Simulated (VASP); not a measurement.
# Si4N (P6/mmm) in VASP: single point with PBE

Aim: the single point of Si4N with PBE.

Everything below comes from runs of VASP 6.6.1. Logs are shortened: lines on timing, memory, paths and dates and some standing lists are left out, and cuts for length are marked.

## Step 1: The cell of the first run

The structure is hexagonal, space group P6/mmm (No. 191). Conventional cell: a = 5.257 Å, b = 5.257 Å, c = 3.273 Å, α = 90.00°, β = 90.00°, γ = 120.00°. Si (site symmetry mmm) has 8 Si at 2.63 to 3.27 Å and 4 N at 3.10 Å within 3.5 Å. Si (site symmetry 6/mmm) has 2 N at 1.64 Å within 2.2 Å. N (site symmetry 6/mmm) has 2 Si at 1.64 Å within 2.2 Å.

## Step 2: Single point, PBE

The input, POSCAR:

```
Si4N
1.0
    5.2572430670      0.0000000000      0.0000000000
   -2.6286215335      4.5529060499      0.0000000000
    0.0000000000      0.0000000000      3.2731566098
Si N
4 1
Direct
    0.5000000000      0.0000000000      0.0000000000
    0.0000000000      0.5000000000      0.0000000000
    0.5000000000      0.5000000000      0.0000000000
    0.0000000000      0.0000000000      0.0000000000
    0.0000000000      0.0000000000      0.5000000000
```

The input, INCAR.step1:

```
PREC = Accurate
ENCUT = 520
EDIFF = 1E-7
ISMEAR = 0
SIGMA = 0.1
LREAL = F
LASPH = T
NELM = 60
ALGO = Normal
ISIF = 2
LWAVE = F
LCHARG = T
GGA = PE
NBANDS = 18
```

The input, KPOINTS.step1:

```
Automatic mesh
0
Gamma
  12 12 12
```

The input, INCAR.step2:

```
PREC = Accurate
ENCUT = 520
EDIFF = 1E-7
ISMEAR = -5
SIGMA = 0.1
LREAL = F
LASPH = T
NELM = 60
ALGO = Normal
ISIF = 2
LWAVE = F
LCHARG = F
GGA = PE
LORBIT = 11
NEDOS = 2001
ICHARG = 11
```

The input, KPOINTS.step2:

```
Automatic mesh
0
Gamma
  18 18 18
```

Potentials or basis: VASP PAW PBE potentials, release 64 (Si, N).

Started as:

```console
cat potpaw_PBE.64/Si/POTCAR potpaw_PBE.64/N/POTCAR > POTCAR
cp INCAR.step1 INCAR
cp KPOINTS.step1 KPOINTS
mpirun -np 1 vasp_std > vasp.out
cp INCAR.step2 INCAR
cp KPOINTS.step2 KPOINTS
mpirun -np 1 vasp_std > vasp.out
```

OUTCAR:

```text
PREC = Accurate
   ENCUT = 520
   EDIFF = 1E-7
   ISMEAR = -5
   LREAL = F
   LASPH = T
   NELM = 60
   ISIF = 2
   GGA = PE
   LORBIT = 11
   ICHARG = 11

 ion  position               nearest neighbor table
   1  0.500  0.000  0.000-   4 2.63   4 2.63   2 2.63   3 2.63   3 2.63   2 2.63
   2  0.000  0.500  0.000-   3 2.63   3 2.63   4 2.63   4 2.63   1 2.63   1 2.63
   3  0.500  0.500  0.000-   2 2.63   2 2.63   4 2.63   1 2.63   1 2.63   4 2.63
   4  0.000  0.000  0.000-   5 1.64   5 1.64   1 2.63   1 2.63   3 2.63   2 2.63   2 2.63   3 2.63

   5  0.000  0.000  0.500-   4 1.64   4 1.64

  LATTYP: Found a hexagonal cell.
 ALAT       =     5.2572430670
 C/A-ratio  =     0.6225994439

  Lattice vectors:

 A1 = (   5.2572430670,   0.0000000000,   0.0000000000)
 A2 = (  -2.6286215335,   4.5529060499,   0.0000000000)
 A3 = (   0.0000000000,   0.0000000000,   3.2731566098)

Analysis of symmetry for initial positions (statically):
=====================================================================
 Subroutine PRICEL returns:
 Original cell was already a primitive cell.

 Routine SETGRP: Setting up the symmetry group for a
 hexagonal supercell.

 Subroutine GETGRP returns: Found 24 space group operations
 (whereof 24 operations were pure point group operations)
 out of a pool of 24 trial point group operations.

The static configuration has the point symmetry D_6h.

Analysis of symmetry for dynamics (positions and initial velocities):
=====================================================================
 Subroutine PRICEL returns:
 Original cell was already a primitive cell.

 Routine SETGRP: Setting up the symmetry group for a
 hexagonal supercell.

 Subroutine GETGRP returns: Found 24 space group operations
 (whereof 24 operations were pure point group operations)
 out of a pool of 24 trial point group operations.

The dynamic configuration has the point symmetry D_6h.

 Subroutine INISYM returns: Found 24 space group operations
 (whereof 24 operations are pure point group operations),
 and found     1 'primitive' translations

----------------------------------------------------------------------------------------

                                     Primitive cell

  volume of cell :      78.3454

  direct lattice vectors                    reciprocal lattice vectors
     5.257243067  0.000000000  0.000000000     0.190213766  0.109819969  0.000000000
    -2.628621534  4.552906050  0.000000000     0.000000000  0.219639937  0.000000000
     0.000000000  0.000000000  3.273156610     0.000000000  0.000000000  0.305515476

  length of vectors
     5.257243067  5.257243067  3.273156610     0.219639937  0.219639937  0.305515476

  position of ions in fractional coordinates (direct lattice)
     0.500000000  0.000000000  0.000000000
     1.000000000  0.500000000  0.000000000
     0.500000000  0.500000000  0.000000000
     0.000000000  0.000000000  0.000000000
     0.000000000  0.000000000  0.500000000

  ion indices of the primitive-cell ions
   primitive index   ion index
                 1           1
                 2           2
                 3           3
                 4           4
                 5           5

----------------------------------------------------------------------------------------

 KPOINTS: Automatic mesh

Automatic generation of k-mesh.
 Grid dimensions read from file:
 generate k-points for:   18   18   18

 Generating k-lattice:

  Cartesian coordinates                     Fractional coordinates (reciprocal lattice)
     0.010567431  0.006101109  0.000000000     0.055555556  0.000000000  0.000000000
     0.000000000  0.012202219  0.000000000     0.000000000  0.055555556  0.000000000
     0.000000000  0.000000000  0.016973082     0.000000000  0.000000000  0.055555556

  Length of vectors
     0.012202219  0.012202219  0.016973082

  Shift w.r.t. Gamma in fractional coordinates (k-lattice)
     0.000000000  0.000000000  0.000000000

 TETIRR: Found   5931 inequivalent tetrahedra from    34992

 Subroutine IBZKPT returns following result:
 ===========================================

 Found    370 irreducible k-points:

 Following reciprocal coordinates:
            Coordinates               Weight
  0.000000  0.000000  0.000000      1.000000
  0.055556  0.000000  0.000000      6.000000
  0.111111  0.000000  0.000000      6.000000
  0.166667  0.000000  0.000000      6.000000
  0.222222 -0.000000  0.000000      6.000000
  0.277778  0.000000  0.000000      6.000000
[... 16 lines left out ...]
  0.333333  0.111111  0.000000     12.000000
  0.388889  0.111111  0.000000     12.000000
 [... further k-points ...]
   k-points           NKPTS =    370   k-points in BZ     NKDIM =    370   number of bands    NBANDS=     14
   number of dos      NEDOS =   2001   number of ions     NIONS =      5
   total plane-waves  NPLWV =  38400
   dimension x,y,z NGX =    40 NGY =   40 NGZ =   24
   dimension x,y,z NGXF=    80 NGYF=   80 NGZF=   48
   ions per type =               4   1
   NGX,Y,Z   is equivalent  to a cutoff of  12.65, 12.65, 12.19 a.u.
   NGXF,Y,Z  is equivalent  to a cutoff of  25.30, 25.30, 24.38 a.u.
 SYSTEM =  unknown system
   PREC   = accura    normal or accurate (medium, high low for compatibility)
   ISTART =      0    job   : 0-new  1-cont  2-samecut
   ICHARG =     11    charge: 1-file 2-atom 10-const
   ISPIN  =      1    spin polarized calculation?
   LNONCOLLINEAR =      F non collinear calculations
   LSORBIT =      F    spin-orbit coupling
   LASPH  =      T    aspherical Exc in radial PAW
   ENCUT  =  520.0 eV  38.22 Ry    6.18 a.u.   9.77  9.77  6.09*2*pi/ulx,y,z
   NELM   =     60;   NELMIN=  2; NELMDL=  0     # of ELM steps
   EDIFF  = 0.1E-06   stopping-criterion for ELM
   LREAL  =      F    real-space projection
   EDIFFG = 0.1E-05   stopping-criterion for IOM
   NSW    =      0    number of steps for IOM
   IBRION =     -1    ionic relax: 0-MD 1-quasi-New 2-CG
   NFREE  =      0    steps in history (QN), initial steepest desc. (CG)
   ISIF   =      2    stress and relaxation
   ISYM   =      2    0-nonsym 1-usesym 2-fastsym
   POTIM  = 0.5000    time-step for ionic-motion
   TEBEG  =    0.0;   TEEND  =   0.0 temperature during run
   PSTRESS=    0.0 pullay stress
   NELECT =      21.0000    total number of electrons
   NUPDOWN=      -1.0000    fix difference up-down
   EMIN   =  10.00;   EMAX   =-10.00  energy-range for DOS
   EFERMI =   0.00;   METHOD = LEGACY
   ISMEAR =    -5;   SIGMA  =   0.10  broadening in eV -4-tet -1-fermi 0-gaus
   EFERMI_NEDOS =   21; number of points for ismear=-14 and -15
   IALGO  =     38    algorithm
   IMIX   =      4    mixing-type and parameters
     AMIX     =   0.40;   BMIX     =  1.00
     AMIX_MAG =   1.60;   BMIX_MAG =  1.00
  volume/ion in A,a.u.               =      15.67       105.74
  Fermi-wavevector in a.u.,A,eV,Ry     =   1.055545  1.994691 15.159274  1.114175
  Thomas-Fermi vector in A             =   2.190747
   LORBIT       =     11    0 simple, 1 ext, 2 COOP (PROOUT), +10 PAW based schemes
   GGA     = PE    functional components
   LHFCALC =     F    Hartree Fock is set to
   AEXX    =    0.0000 exact exchange contribution
   IVDW    =     0    specifies the selected vdW correction
   LEPSILON=     F    determine dielectric tensor
   LRPA    =     F    only Hartree local field effects (RPA)
 non-spin polarized calculation
 Fermi weights with tetrahedron method with Bloechl corrections
  energy-cutoff  :      520.00
  volume of cell :       78.35
 maximum number of plane-waves:      2145
 NGX is ok and might be reduce to    40

 number of electron      21.0000002 magnetization

 Free energy of the ion-electron system (eV)
  ---------------------------------------------------
  ext. energy  EPLUGINS =         0.00000000
  ---------------------------------------------------
  free energy    TOTEN  =       -26.28743303 eV

  energy without entropy =      -26.28743303  energy(sigma->0) =      -26.28743303

 E-fermi :   7.0545     XC(G=0): -10.3085

 val. band max:        7.0628009388   @ k =   0.3889   0.1667   0.1667
 cond. band min:       6.9892738396   @ k =   0.4444   0.1111   0.2222
 fundamental gap:     -0.0735270992
 Fermi energy:         7.0544752744

 k-point     1 :       0.0000    0.0000    0.0000
  band No.  band energies     occupation
      1      -9.6640      2.00000
      2      -3.7883      2.00000
      3       0.2635      2.00000
      4       0.3009      2.00000
      5       0.3009      2.00000
      6       1.3825      2.00000
      7       1.3825      2.00000
      8       1.6525      2.00000
      9       5.8595      2.00000
     10       7.4437      0.00000
     11       7.4437      0.00000
     12       8.7982      0.00000
     13      12.1573      0.00000
     14      12.6730      0.00000

 k-point     2 :       0.0556    0.0000    0.0000
  band No.  band energies     occupation
      1      -9.6604      2.00000
      2      -3.7912      2.00000
      3       0.2129      2.00000
      4       0.2138      2.00000
      5       0.2643      2.00000
      6       1.0888      2.00000
      7       1.5063      2.00000
      8       2.1083      2.00000
      9       5.7911      2.00000
     10       7.4384      0.00000
     11       7.5027      0.00000
     12       8.8039      0.00000
     13      12.1665      0.00000
     14      12.5697      0.00000

 k-point     3 :       0.1111    0.0000    0.0000
  band No.  band energies     occupation
      1      -9.6499      2.00000
      2      -3.7987      2.00000
      3      -0.0801      2.00000
      4       0.0224      2.00000
      5       0.2667      2.00000
      6       0.9626      2.00000
      7       1.8037      2.00000
      8       2.7518      2.00000
      9       5.6077      2.00000
     10       7.4216      0.00000
     11       7.6611      0.00000
     12       8.8211      0.00000
     13      12.1736      0.00000
     14      12.3163      0.00000
[... 324 lines left out ...]
 k-point    23 :       0.3333    0.1111    0.0000
  band No.  band energies     occupation
      1      -9.5492      2.00000
      2      -3.7663      2.00000
      3      -2.0819      2.00000
      4      -0.4528      2.00000
      5       0.2885      2.00000
      6       1.8531      2.00000
      7       3.9022      2.00000
      8       4.2105      2.00000
      9       6.4348      2.00000
     10       7.1631     -0.08739
     11       8.3672      0.00000
     12       9.1123      0.00000
     13       9.6543      0.00000
     14      10.2038      0.00000

 k-point    24 :       0.3889    0.1111    0.0000
  band No.  band energies     occupation
      1      -9.5386      2.00000
      2      -3.7455      2.00000
      3      -2.2344      2.00000
      4      -0.4993      2.00000
      5       0.2907      2.00000
      6       2.0858      2.00000
      7       3.6490      2.00000
      8       4.5576      2.00000
      9       6.5933      2.00000
     10       7.3326     -0.03647
     11       8.3590      0.00000
     12       9.1722      0.00000
     13       9.3470      0.00000
     14      10.3027      0.00000

 [... further k-points ...]

------------------------ aborting loop because EDIFF is reached ----------------------------------------

  FORCE on cell =-STRESS in cart. coord.  units (eV):
  Direction    XX          YY          ZZ          XY          YZ          ZX
  --------------------------------------------------------------------------------------
  -------------------------------------------------------------------------------------
  Total        0.3988080      0.3988080     -0.3934402      0.0000000      0.0000000      0.0000000
  in kB        8.1556939      8.1556939     -8.0459213      0.0000000      0.0000000      0.0000000
  external PRESSURE =       2.7551555 kB  Pullay stress =       0.0000000 kB

 VOLUME and BASIS-vectors are now :
 -----------------------------------------------------------------------------
  energy-cutoff  :      520.00
  volume of cell :       78.35
      direct lattice vectors                 reciprocal lattice vectors
     5.257243067  0.000000000  0.000000000     0.190213766  0.109819969  0.000000000
    -2.628621534  4.552906050  0.000000000     0.000000000  0.219639937  0.000000000
     0.000000000  0.000000000  3.273156610     0.000000000  0.000000000  0.305515476

 POSITION                                       TOTAL-FORCE (eV/Angst)
 -----------------------------------------------------------------------------------
      2.62862      0.00000      0.00000         0.000000      0.000000      0.000000
     -1.31431      2.27645      0.00000        -0.000000      0.000000      0.000000
      1.31431      2.27645      0.00000        -0.000000      0.000000      0.000000
      0.00000      0.00000      0.00000        -0.000000      0.000000      0.000000
      0.00000      0.00000      1.63658        -0.000000      0.000000      0.000000
 -----------------------------------------------------------------------------------
    total drift:                                0.000000      0.000000     -0.000000

  FREE ENERGIE OF THE ION-ELECTRON SYSTEM (eV)
  ---------------------------------------------------
  free  energy   TOTEN  =       -26.2874330274 eV

  energy  without entropy=      -26.2874330274  energy(sigma->0) =      -26.28743303

 total charge

# of ion       s       p       d       tot
------------------------------------------
    1        0.847   0.693   0.000   1.539
    2        0.847   0.693   0.000   1.539
    3        0.847   0.693   0.000   1.539
    4        0.681   0.953   0.000   1.634
    5        1.285   2.576   0.000   3.861
--------------------------------------------------
tot          4.505   5.608   0.000  10.113
```

Wall time 7.3 min (1 thread of Intel Xeon 8259CL, shared host); peak memory 0.45 GiB.

Results:

```yaml
Valence_electrons_inside_the_program's_atomic_spheres: Si 1.54, 1.63 (each value once); N 3.86
```

Caveat: tetrahedron occupations give inexact forces and stress in metals.
